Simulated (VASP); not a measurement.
# GaN (F-43m) in VASP: a series of runs

The runs below take GaN through single point, with PBE.

Everything below comes from runs of VASP 6.6.1. Logs are shortened: lines on timing, memory, paths and dates and some standing lists are left out, and cuts for length are marked.

### Step 1. The cell of the first run

Symmetry: F-43m, No. 216, cubic system. Conventional cell: a = 4.415 Å, b = 4.415 Å, c = 4.415 Å, α = 90.00°, β = 90.00°, γ = 90.00°. Within 2.5 Å of Ga (site symmetry -43m) lie 4 N at 1.91 Å. Within 2.5 Å of N (site symmetry -43m) lie 4 Ga at 1.91 Å.

### Step 2. Single point, PBE

INCAR

```
SYSTEM = GaN
  PREC = Accurate
  ENCUT = 520
  EDIFF = 1E-7
  ISMEAR = 0
  SIGMA = 0.01
  LREAL = .FALSE.
  LASPH = .TRUE.
  NELM = 60
  ALGO = Normal
  ISIF = 2
  LWAVE = .FALSE.
  LCHARG = .FALSE.
  GGA = PE
  NBANDS = 16
```

KPOINTS

```
regular mesh
0
G
  8 8 8
  0 0 0
```

POSCAR

```
GaN
1.0
    0.0000000000      2.2074982756      2.2074982756
    2.2074982756      0.0000000000      2.2074982756
    2.2074982756      2.2074982756      0.0000000000
Ga N
1 1
Direct
    0.0000000000      0.0000000000      0.0000000000
    0.7500000000      0.7500000000      0.7500000000
```

Potentials or basis: VASP PAW PBE potentials, release 64 (Ga_d, N).

The run is started by

```bash
$ cat potpaw_PBE.64/Ga_d/POTCAR potpaw_PBE.64/N/POTCAR > POTCAR
$ mpirun -np 1 vasp_std > vasp.out
```

OUTCAR:

```text
SYSTEM = GaN
   PREC = Accurate
   ENCUT = 520
   EDIFF = 1E-7
   ISMEAR = 0
   LREAL = .FALSE.
   LASPH = .TRUE.
   NELM = 60
   ISIF = 2
   GGA = PE

 ion  position               nearest neighbor table
   1  0.000  0.000  0.000-   2 1.91   2 1.91   2 1.91   2 1.91
   2  0.750  0.750  0.750-   1 1.91   1 1.91   1 1.91   1 1.91

  LATTYP: Found a face centered cubic cell.
 ALAT       =     4.4149965512

  Lattice vectors:

 A1 = (   0.0000000000,   2.2074982756,   2.2074982756)
 A2 = (   2.2074982756,   0.0000000000,   2.2074982756)
 A3 = (   2.2074982756,   2.2074982756,   0.0000000000)

Analysis of symmetry for initial positions (statically):
=====================================================================
 Subroutine PRICEL returns:
 Original cell was already a primitive cell.

 Routine SETGRP: Setting up the symmetry group for a
 face centered cubic supercell.

 Subroutine GETGRP returns: Found 24 space group operations
 (whereof 24 operations were pure point group operations)
 out of a pool of 48 trial point group operations.

The static configuration has the point symmetry T_d .

Analysis of symmetry for dynamics (positions and initial velocities):
=====================================================================
 Subroutine PRICEL returns:
 Original cell was already a primitive cell.

 Routine SETGRP: Setting up the symmetry group for a
 face centered cubic supercell.

 Subroutine GETGRP returns: Found 24 space group operations
 (whereof 24 operations were pure point group operations)
 out of a pool of 48 trial point group operations.

The dynamic configuration has the point symmetry T_d .

 Subroutine INISYM returns: Found 24 space group operations
 (whereof 24 operations are pure point group operations),
 and found     1 'primitive' translations

----------------------------------------------------------------------------------------

                                     Primitive cell

  volume of cell :      21.5145

  direct lattice vectors                    reciprocal lattice vectors
     0.000000000  2.207498276  2.207498276    -0.226500743  0.226500743  0.226500743
     2.207498276  0.000000000  2.207498276     0.226500743 -0.226500743  0.226500743
     2.207498276  2.207498276  0.000000000     0.226500743  0.226500743 -0.226500743

  length of vectors
     3.121874000  3.121874000  3.121874000     0.392310795  0.392310795  0.392310795

  position of ions in fractional coordinates (direct lattice)
     0.000000000  0.000000000  0.000000000
     0.750000000  0.750000000  0.750000000

[... 77 lines left out ...]
   LREAL  =      F    real-space projection
   EDIFFG = 0.1E-05   stopping-criterion for IOM
   NSW    =      0    number of steps for IOM
   IBRION =     -1    ionic relax: 0-MD 1-quasi-New 2-CG
   NFREE  =      0    steps in history (QN), initial steepest desc. (CG)
   ISIF   =      2    stress and relaxation
   ISYM   =      2    0-nonsym 1-usesym 2-fastsym
   POTIM  = 0.5000    time-step for ionic-motion
   TEBEG  =    0.0;   TEEND  =   0.0 temperature during run
   PSTRESS=    0.0 pullay stress
   NELECT =      18.0000    total number of electrons
   NUPDOWN=      -1.0000    fix difference up-down
   EMIN   =  10.00;   EMAX   =-10.00  energy-range for DOS
   EFERMI =   0.00;   METHOD = LEGACY
   ISMEAR =     0;   SIGMA  =   0.01  broadening in eV -4-tet -1-fermi 0-gaus
   EFERMI_NEDOS =   21; number of points for ismear=-14 and -15
   IALGO  =     38    algorithm
   IMIX   =      4    mixing-type and parameters
     AMIX     =   0.40;   BMIX     =  1.00
     AMIX_MAG =   1.60;   BMIX_MAG =  1.00
  volume/ion in A,a.u.               =      10.76        72.59
  Fermi-wavevector in a.u.,A,eV,Ry     =   1.542607  2.915105 32.376918  2.379636
  Thomas-Fermi vector in A             =   2.648388
   LORBIT       =      0    0 simple, 1 ext, 2 COOP (PROOUT), +10 PAW based schemes
   GGA     = PE    functional components
   LHFCALC =     F    Hartree Fock is set to
   AEXX    =    0.0000 exact exchange contribution
   IVDW    =     0    specifies the selected vdW correction
   LEPSILON=     F    determine dielectric tensor
   LRPA    =     F    only Hartree local field effects (RPA)
 non-spin polarized calculation
 Gauss-broadening in eV      SIGMA  =   0.01
  energy-cutoff  :      520.00
  volume of cell :       21.51
 maximum number of plane-waves:       604
   NGX = 11   NGY = 11   NGZ = 11

 number of electron      18.0000008 magnetization

 Free energy of the ion-electron system (eV)
  ---------------------------------------------------
  ext. energy  EPLUGINS =         0.00000000
  ---------------------------------------------------
  free energy    TOTEN  =       -12.04343748 eV

  energy without entropy =      -12.04343748  energy(sigma->0) =      -12.04343748

 E-fermi :   6.0853     XC(G=0): -12.0018

 val. band max:        5.9788198624   @ k =   0.0000   0.0000   0.0000
 cond. band min:       8.1031478104   @ k =   0.0000   0.0000   0.0000
 fundamental gap:      2.1243279480
 Fermi energy:         6.0853354263

 k-point     1 :       0.0000    0.0000    0.0000
  band No.  band energies     occupation
      1     -10.5050      2.00000
      2      -7.5311      2.00000
      3      -7.5311      2.00000
      4      -7.5311      2.00000
      5      -7.1432      2.00000
      6      -7.1432      2.00000
[... 433 lines left out ...]
      3      -7.3330      2.00000
      4      -7.1707      2.00000
      5      -7.1050      2.00000
      6      -5.5643      2.00000
[... 8 lines left out ...]
     15      25.3870      0.00000
     16      27.8329      0.00000

 [... further k-points ...]

------------------------ aborting loop because EDIFF is reached ----------------------------------------

  FORCE on cell =-STRESS in cart. coord.  units (eV):
  Direction    XX          YY          ZZ          XY          YZ          ZX
  --------------------------------------------------------------------------------------
  -------------------------------------------------------------------------------------
  Total        2.5035375      2.5035375      2.5035375     -0.0000000      0.0000000     -0.0000000
  in kB      186.4376266    186.4376266    186.4376266     -0.0000000      0.0000000     -0.0000000
  external PRESSURE =     186.4376266 kB  Pullay stress =       0.0000000 kB

 VOLUME and BASIS-vectors are now :
 -----------------------------------------------------------------------------
  energy-cutoff  :      520.00
  volume of cell :       21.51
      direct lattice vectors                 reciprocal lattice vectors
     0.000000000  2.207498276  2.207498276    -0.226500743  0.226500743  0.226500743
     2.207498276  0.000000000  2.207498276     0.226500743 -0.226500743  0.226500743
     2.207498276  2.207498276  0.000000000     0.226500743  0.226500743 -0.226500743

 POSITION                                       TOTAL-FORCE (eV/Angst)
 -----------------------------------------------------------------------------------
      0.00000      0.00000      0.00000         0.000000      0.000000      0.000000
      3.31125      3.31125      3.31125        -0.000000     -0.000000     -0.000000
 -----------------------------------------------------------------------------------
    total drift:                               -0.000002     -0.000002     -0.000001

  FREE ENERGIE OF THE ION-ELECTRON SYSTEM (eV)
  ---------------------------------------------------
  free  energy   TOTEN  =       -12.0434374835 eV

  energy  without entropy=      -12.0434374835  energy(sigma->0) =      -12.04343748
```

stdout:

```text
POSCAR found type information on POSCAR GaN
 POSCAR found :  2 types and       2 ions
 scaLAPACK will be used
 LDA part: xc-table for (Slater+PW92), standard interpolation
 POSCAR, INCAR and KPOINTS ok, starting setup
 FFT: planning ... GRIDC
 FFT: planning ... GRID_SOFT
 FFT: planning ... GRID
 WAVECAR not read
 entering main loop
```

It took 9.6 s on 1 thread of Intel Xeon 8259CL, shared host; peak memory 0.14 GiB.

Results:

```yaml
Free_energy: -12.0434 eV
Pressure: 18.6 GPa
Band_gap_on_the_k_mesh: 2.12 eV, direct
```

Levels at points of the mesh, in eV from the valence-band top:
```tsv
k point	band 6	band 7	band 8	band 9	band 10	band 11	band 12	band 13
(0.00, 0.00, 0.00)	-13.12	0.00	0.00	0.00	2.12	10.69	10.69	10.69
(0.50, 0.00, 0.00)	-11.87	-7.46	-1.05	-1.05	5.07	9.04	10.69	10.69
(0.50, 0.50, 0.00)	-11.46	-6.38	-2.93	-2.93	3.37	7.03	12.16	14.63
```

### Step 3. Single point, PBE

This run uses another cell than the first one, of 11.10 Å³/atom, 1.032 times its volume.

INCAR

```
  PREC = Accurate
  ENCUT = 520
  EDIFF = 1E-7
  ISMEAR = 0
  SIGMA = 0.01
  LREAL = F
  LASPH = T
  NELM = 100
  ALGO = Normal
  ISIF = 2
  LWAVE = F
  LCHARG = F
  GGA = PE
  NBANDS = 16
```

KPOINTS

```
regular mesh
0
Gamma
  8 8 8
```

POSCAR

```
GaN
1.0
    0.0000000000      2.2307368073      2.2307368073
    2.2307368073      0.0000000000      2.2307368073
    2.2307368073      2.2307368073      0.0000000000
Ga N
1 1
Direct
    0.0000000000      0.0000000000      0.0000000000
    0.7500000000      0.7500000000      0.7500000000
```

Potentials or basis: VASP PAW PBE potentials, release 64 (Ga_d, N).

The run is started by

```bash
$ cat potpaw_PBE.64/Ga_d/POTCAR potpaw_PBE.64/N/POTCAR > POTCAR
$ mpirun -np 1 vasp_std > vasp.out
```

Run time: 13 s. Hardware: 1 thread of Intel Xeon 8259CL, shared host; peak memory 0.14 GiB.

It converged, with:

* Free energy: -12.1076 eV
* Pressure: 11.3 GPa
* Band gap on the k mesh: 1.92 eV, direct

Levels at points of the mesh, in eV from the valence-band top:
```tsv
k point	band 6	band 7	band 8	band 9	band 10	band 11	band 12	band 13
(0.00, 0.00, 0.00)	-13.12	0.00	0.00	0.00	1.92	10.49	10.49	10.49
(0.50, 0.00, 0.00)	-11.87	-7.24	-1.01	-1.01	4.85	8.88	10.53	10.53
(0.50, 0.50, 0.00)	-11.46	-6.25	-2.81	-2.81	3.36	6.84	11.93	14.29
```

(Continued in part 2 of 2.)
